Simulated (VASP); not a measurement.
# Be (Im-3m) in VASP: notebook

Be is run at these levels: PBE; tasks: single point.

Everything below comes from runs of VASP 6.6.1. Logs are shortened: lines on timing, memory, paths and dates and some standing lists are left out, and cuts for length are marked.

## (1) The cell of the first run

Symmetry: Im-3m, No. 229, cubic system. The conventional cell has a = 2.501 Å, b = 2.501 Å, c = 2.501 Å, α = 90.00°, β = 90.00°, γ = 90.00°. Be (site symmetry m-3m) has 14 Be at 2.17 to 2.50 Å within 2.9 Å.

## (2) Single point, PBE

The input, INCAR:

```
SYSTEM = Be
ALGO     = Normal         ! electronic algorithm
EDIFF    = 1E-6           ! SCF threshold, eV
ENCUT    = 520            ! plane-wave cutoff, eV
GGA      = PE             ! functional
ISIF     = 2              ! what is computed and relaxed
ISMEAR   = -1             ! smearing method
LASPH    = .True.         ! aspherical terms in the spheres
LCHARG   = .False.        ! write CHGCAR
LREAL    = .False.        ! projectors in reciprocal space
LWAVE    = .False.        ! write WAVECAR
NBANDS   = 7              ! bands
NELM     = 80             ! most SCF steps
PREC     = Accurate       ! precision mode
SIGMA    = 0.1            ! smearing width, eV
```

The input, KPOINTS:

```
k-points
0
Gamma
  17 17 17
  0 0 0
```

The input, POSCAR:

```
Be
1.0
   -1.2507363485      1.2507363485      1.2507363485
    1.2507363485     -1.2507363485      1.2507363485
    1.2507363485      1.2507363485     -1.2507363485
Be
1
Direct
    0.0000000000      0.0000000000      0.0000000000
```

Potentials or basis: VASP PAW PBE potentials, release 64 (Be).

On the command line:

```bash
$ cat potpaw_PBE.64/Be/POTCAR > POTCAR
$ mpirun -np 1 vasp_std > vasp.out
```

OUTCAR:

```text
SYSTEM = Be
   EDIFF = 1E-6
   ENCUT = 520
   GGA = PE
   ISIF = 2
   ISMEAR = -1
   LASPH = .True.
   LREAL = .False.
   NELM = 80
   PREC = Accurate

 ion  position               nearest neighbor table
   1  0.000  0.000  0.000-

  LATTYP: Found a body centered cubic cell.
 ALAT       =     2.5014726970

  Lattice vectors:

 A1 = (  -1.2507363485,   1.2507363485,   1.2507363485)
 A2 = (   1.2507363485,  -1.2507363485,   1.2507363485)
 A3 = (   1.2507363485,   1.2507363485,  -1.2507363485)

Analysis of symmetry for initial positions (statically):
=====================================================================
 Subroutine PRICEL returns:
 Original cell was already a primitive cell.

 Routine SETGRP: Setting up the symmetry group for a
 body centered cubic supercell.

 Subroutine GETGRP returns: Found 48 space group operations
 (whereof 48 operations were pure point group operations)
 out of a pool of 48 trial point group operations.

The static configuration has the point symmetry O_h .

Analysis of symmetry for dynamics (positions and initial velocities):
=====================================================================
 Subroutine PRICEL returns:
 Original cell was already a primitive cell.

 Routine SETGRP: Setting up the symmetry group for a
 body centered cubic supercell.

 Subroutine GETGRP returns: Found 48 space group operations
 (whereof 48 operations were pure point group operations)
 out of a pool of 48 trial point group operations.

The dynamic configuration has the point symmetry O_h .

 Subroutine INISYM returns: Found 48 space group operations
 (whereof 48 operations are pure point group operations),
 and found     1 'primitive' translations

----------------------------------------------------------------------------------------

                                     Primitive cell

  volume of cell :       7.8263

  direct lattice vectors                    reciprocal lattice vectors
    -1.250736349  1.250736349  1.250736349     0.000000000  0.399764507  0.399764507
     1.250736349 -1.250736349  1.250736349     0.399764507  0.000000000  0.399764507
     1.250736349  1.250736349 -1.250736349     0.399764507  0.399764507  0.000000000

  length of vectors
     2.166338902  2.166338902  2.166338902     0.565352388  0.565352388  0.565352388

  position of ions in fractional coordinates (direct lattice)
     0.000000000  0.000000000  0.000000000

  ion indices of the primitive-cell ions
   primitive index   ion index
                 1           1

----------------------------------------------------------------------------------------

 KPOINTS: k-points

Automatic generation of k-mesh.
 Grid dimensions read from file:
 generate k-points for:   17   17   17

 Generating k-lattice:

  Cartesian coordinates                     Fractional coordinates (reciprocal lattice)
     0.000000000  0.023515559  0.023515559     0.058823529  0.000000000  0.000000000
     0.023515559  0.000000000  0.023515559     0.000000000  0.058823529  0.000000000
     0.023515559  0.023515559  0.000000000     0.000000000  0.000000000  0.058823529

  Length of vectors
     0.033256023  0.033256023  0.033256023

  Shift w.r.t. Gamma in fractional coordinates (k-lattice)
     0.000000000  0.000000000  0.000000000

 Subroutine IBZKPT returns following result:
 ===========================================

 Found    165 irreducible k-points:

 Following reciprocal coordinates:
            Coordinates               Weight
  0.000000  0.000000  0.000000      1.000000
  0.058824  0.000000  0.000000     12.000000
  0.117647  0.000000  0.000000     12.000000
  0.176471  0.000000  0.000000     12.000000
  0.235294  0.000000  0.000000     12.000000
  0.294118  0.000000  0.000000     12.000000
[... 16 lines left out ...]
  0.411765  0.117647  0.000000     48.000000
  0.176471  0.176471  0.000000     24.000000
 [... further k-points ...]
   k-points           NKPTS =    165   k-points in BZ     NKDIM =    165   number of bands    NBANDS=      7
   number of dos      NEDOS =    301   number of ions     NIONS =      1
   total plane-waves  NPLWV =   4096
   dimension x,y,z NGX =    16 NGY =   16 NGZ =   16
   dimension x,y,z NGXF=    32 NGYF=   32 NGZF=   32
   ions per type =               1
   NGX,Y,Z   is equivalent  to a cutoff of  12.28, 12.28, 12.28 a.u.
   NGXF,Y,Z  is equivalent  to a cutoff of  24.56, 24.56, 24.56 a.u.
 SYSTEM =  Be
   PREC   = accura    normal or accurate (medium, high low for compatibility)
   ISTART =      0    job   : 0-new  1-cont  2-samecut
   ICHARG =      2    charge: 1-file 2-atom 10-const
   ISPIN  =      1    spin polarized calculation?
   LNONCOLLINEAR =      F non collinear calculations
   LSORBIT =      F    spin-orbit coupling
   LASPH  =      T    aspherical Exc in radial PAW
   ENCUT  =  520.0 eV  38.22 Ry    6.18 a.u.   4.03  4.03  4.03*2*pi/ulx,y,z
   NELM   =     80;   NELMIN=  2; NELMDL= -5     # of ELM steps
   EDIFF  = 0.1E-05   stopping-criterion for ELM
   LREAL  =      F    real-space projection
   EDIFFG = 0.1E-04   stopping-criterion for IOM
   NSW    =      0    number of steps for IOM
   IBRION =     -1    ionic relax: 0-MD 1-quasi-New 2-CG
   NFREE  =      0    steps in history (QN), initial steepest desc. (CG)
   ISIF   =      2    stress and relaxation
   ISYM   =      2    0-nonsym 1-usesym 2-fastsym
   POTIM  = 0.5000    time-step for ionic-motion
   TEBEG  =    0.0;   TEEND  =   0.0 temperature during run
   PSTRESS=    0.0 pullay stress
   NELECT =       2.0000    total number of electrons
   NUPDOWN=      -1.0000    fix difference up-down
   EMIN   =  10.00;   EMAX   =-10.00  energy-range for DOS
   EFERMI =   0.00;   METHOD = LEGACY
   ISMEAR =    -1;   SIGMA  =   0.10  broadening in eV -4-tet -1-fermi 0-gaus
   EFERMI_NEDOS =   21; number of points for ismear=-14 and -15
   IALGO  =     38    algorithm
   IMIX   =      4    mixing-type and parameters
     AMIX     =   0.40;   BMIX     =  1.00
     AMIX_MAG =   1.60;   BMIX_MAG =  1.00
  volume/ion in A,a.u.               =       7.83        52.81
  Fermi-wavevector in a.u.,A,eV,Ry     =   1.038881  1.963200 14.684405  1.079273
  Thomas-Fermi vector in A             =   2.173385
   LORBIT       =      0    0 simple, 1 ext, 2 COOP (PROOUT), +10 PAW based schemes
   GGA     = PE    functional components
   LHFCALC =     F    Hartree Fock is set to
   AEXX    =    0.0000 exact exchange contribution
   IVDW    =     0    specifies the selected vdW correction
   LEPSILON=     F    determine dielectric tensor
   LRPA    =     F    only Hartree local field effects (RPA)
 non-spin polarized calculation
  energy-cutoff  :      520.00
  volume of cell :        7.83
 maximum number of plane-waves:       236
   NGX =  7   NGY =  7   NGZ =  7

 number of electron       2.0000000 magnetization

 Free energy of the ion-electron system (eV)
  ---------------------------------------------------
  ext. energy  EPLUGINS =         0.00000000
  ---------------------------------------------------
  free energy    TOTEN  =        -3.66595377 eV

  energy without entropy =       -3.65970401  energy(sigma->0) =       -3.66282889

 E-fermi :   8.0174     XC(G=0): -10.6456

 val. band max:        8.0087102043   @ k =  -0.4118   0.4706   0.3529
 cond. band min:       8.0522251953   @ k =   0.3529   0.2353   0.0588
 fundamental gap:      0.0435149910
 Fermi energy:         8.0174271234

 k-point     1 :       0.0000    0.0000    0.0000
  band No.  band energies     occupation
      1      -4.2994      2.00000
      2      27.4032      0.00000
      3      27.4032      0.00000
      4      27.4032      0.00000
      5      38.7825      0.00000
      6      38.7825      0.00000
      7      38.7825      0.00000

 k-point     2 :       0.0588    0.0000    0.0000
  band No.  band energies     occupation
      1      -4.1776      2.00000
      2      26.7995      0.00000
      3      26.9146      0.00000
      4      27.2600      0.00000
      5      37.1787      0.00000
      6      37.3699      0.00000
      7      39.5914      0.00000

 k-point     3 :       0.1176    0.0000    0.0000
  band No.  band energies     occupation
      1      -3.8122      2.00000
      2      24.9543      0.00000
      3      25.7601      0.00000
      4      26.8456      0.00000
      5      34.9605      0.00000
      6      35.2718      0.00000
      7      39.1959      0.00000

 k-point     4 :       0.1765    0.0000    0.0000
  band No.  band energies     occupation
      1      -3.2032      2.00000
      2      22.1450      0.00000
      3      24.4078      0.00000
      4      26.2197      0.00000
      5      33.3596      0.00000
      6      33.8210      0.00000
      7      38.9540      0.00000

 k-point     5 :       0.2353    0.0000    0.0000
  band No.  band energies     occupation
      1      -2.3528      2.00000
      2      18.9542      0.00000
      3      23.1231      0.00000
      4      25.4896      0.00000
      5      31.7378      0.00000
      6      33.4374      0.00000
      7      39.3287      0.00000

 k-point     6 :       0.2941    0.0000    0.0000
  band No.  band energies     occupation
      1      -1.2700      2.00000
      2      15.7863      0.00000
      3      22.0271      0.00000
      4      24.7738      0.00000
      5      30.4308      0.00000
      6      33.4760      0.00000
      7      40.2116      0.00000

 k-point     7 :       0.3529    0.0000    0.0000
  band No.  band energies     occupation
      1       0.0154      2.00000
      2      12.8536      0.00000
      3      21.1761      0.00000
      4      24.1678      0.00000
      5      29.4469      0.00000
      6      33.7345      0.00000
      7      41.4755      0.00000
[... 121 lines left out ...]
 k-point    20 :       0.2353    0.1176   -0.0000
  band No.  band energies     occupation
      1      -0.8954      2.00000
      2      15.8969      0.00000
      3      20.0404      0.00000
      4      23.1889      0.00000
      5      33.2247      0.00000
      6      33.7160      0.00000
      7      40.5380      0.00000

 k-point    21 :       0.2941    0.1176   -0.0000
  band No.  band energies     occupation
      1       0.4030      2.00000
      2      12.9786      0.00000
      3      19.2379      0.00000
      4      22.4735      0.00000
      5      32.7319      0.00000
      6      34.1577      0.00000
      7      41.6680      0.00000

 k-point    22 :       0.3529    0.1176    0.0000
  band No.  band energies     occupation
      1       1.8221      2.00000
      2      10.4461      0.00000
      3      18.6938      0.00000
      4      21.9746      0.00000
      5      32.3369      0.00000
      6      34.6803      0.00000
      7      42.9149      0.00000

 k-point    23 :       0.4118    0.1176    0.0000
  band No.  band energies     occupation
      1       3.0118      2.00000
      2       8.6915      0.00236
      3      18.4191      0.00000
      4      21.7192      0.00000
      5      32.1240      0.00000
      6      35.0445      0.00000
      7      44.1369      0.00000

 k-point    24 :       0.1765    0.1765    0.0000
  band No.  band energies     occupation
      1      -1.0092      2.00000
      2      16.9856      0.00000
      3      18.9779      0.00000
      4      23.1276      0.00000
      5      33.5789      0.00000
      6      34.3950      0.00000
      7      40.5609      0.00000

 [... further k-points ...]
[... 5 lines left out ...]
  --------------------------------------------------------------------------------------
  -------------------------------------------------------------------------------------
  Total        0.0068767      0.0068767      0.0068767      0.0000000      0.0000000     -0.0000000
  in kB        1.4077670      1.4077670      1.4077670      0.0000000      0.0000000     -0.0000000
  external PRESSURE =       1.4077670 kB  Pullay stress =       0.0000000 kB

 VOLUME and BASIS-vectors are now :
 -----------------------------------------------------------------------------
  energy-cutoff  :      520.00
  volume of cell :        7.83
      direct lattice vectors                 reciprocal lattice vectors
    -1.250736349  1.250736349  1.250736349     0.000000000  0.399764507  0.399764507
     1.250736349 -1.250736349  1.250736349     0.399764507  0.000000000  0.399764507
     1.250736349  1.250736349 -1.250736349     0.399764507  0.399764507  0.000000000

 POSITION                                       TOTAL-FORCE (eV/Angst)
 -----------------------------------------------------------------------------------
      0.00000      0.00000      0.00000        -0.000000     -0.000000     -0.000000
 -----------------------------------------------------------------------------------
    total drift:                                0.000000      0.000000      0.000000

  FREE ENERGIE OF THE ION-ELECTRON SYSTEM (eV)
  ---------------------------------------------------
  free  energy   TOTEN  =        -3.6659537720 eV

  energy  without entropy=       -3.6597040121  energy(sigma->0) =       -3.66282889
```

Wall time 2.9 s (1 thread of Intel Xeon Platinum 8488C (Sapphire Rapids), shared host); peak memory 0.11 GiB.

What came out:

```yaml
Free_energy: -3.6660 eV
Pressure: 0.1 GPa
Band_gap_on_the_k_mesh: zero (band 1 reaches 11.22 eV, above the bottom of band 2 at 6.70 eV)
```

Levels at points of the mesh, in eV from the Fermi level:
```
           k point  band 1  band 2  band 3  band 4
(0.00, 0.00, 0.00)  -12.32   19.39   19.39   19.39
```

## (3) Single point, PBE (volume scaled by 0.88)

The input, INCAR:

```
SYSTEM = Be
PREC     = Accurate       ! precision mode
ENCUT    = 520            ! plane-wave cutoff, eV
EDIFF    = 1E-6           ! SCF threshold, eV
ISMEAR   = -1             ! smearing method
SIGMA    = 0.1            ! smearing width, eV
LREAL    = .False.        ! projectors in reciprocal space
LASPH    = .True.         ! aspherical terms in the spheres
NELM     = 100            ! most SCF steps
ALGO     = Normal         ! electronic algorithm
ISIF     = 2              ! what is computed and relaxed
LWAVE    = .False.        ! write WAVECAR
LCHARG   = .False.        ! write CHGCAR
GGA      = PE             ! functional
NBANDS   = 7              ! bands
```

The input, KPOINTS:

```
Automatic mesh
0
Gamma
  20 20 20
  0 0 0
```

The input, POSCAR:

```
Be
1.0
   -1.1985605952      1.1985605952      1.1985605952
    1.1985605952     -1.1985605952      1.1985605952
    1.1985605952      1.1985605952     -1.1985605952
Be
1
Direct
    0.0000000000      0.0000000000      0.0000000000
```

Potentials or basis: VASP PAW PBE potentials, release 64 (Be).

On the command line:

```bash
$ cat potpaw_PBE.64/Be/POTCAR > POTCAR
$ mpirun -np 1 vasp_std > vasp.out
```

Wall time 3.4 s (1 thread of Intel Xeon Platinum 8488C (Sapphire Rapids), shared host); peak memory 0.11 GiB.

Results (log left out):

* Free energy: -3.6171 eV
* Pressure: 19.6 GPa
* Band gap on the k mesh: zero (band 1 reaches 13.54 eV, above the bottom of band 2 at 7.67 eV)

Levels at points of the mesh, in eV from the Fermi level:
```csv
k point,band 1,band 2,band 3,band 4
"(0.00, 0.00, 0.00)",-13.02,21.60,21.60,21.60
"(0.50, 0.00, 0.00)",-5.75,0.83,13.64,17.09
"(0.50, 0.50, 0.50)",4.43,4.43,4.43,10.50
```

(Continued in part 2 of 2.)
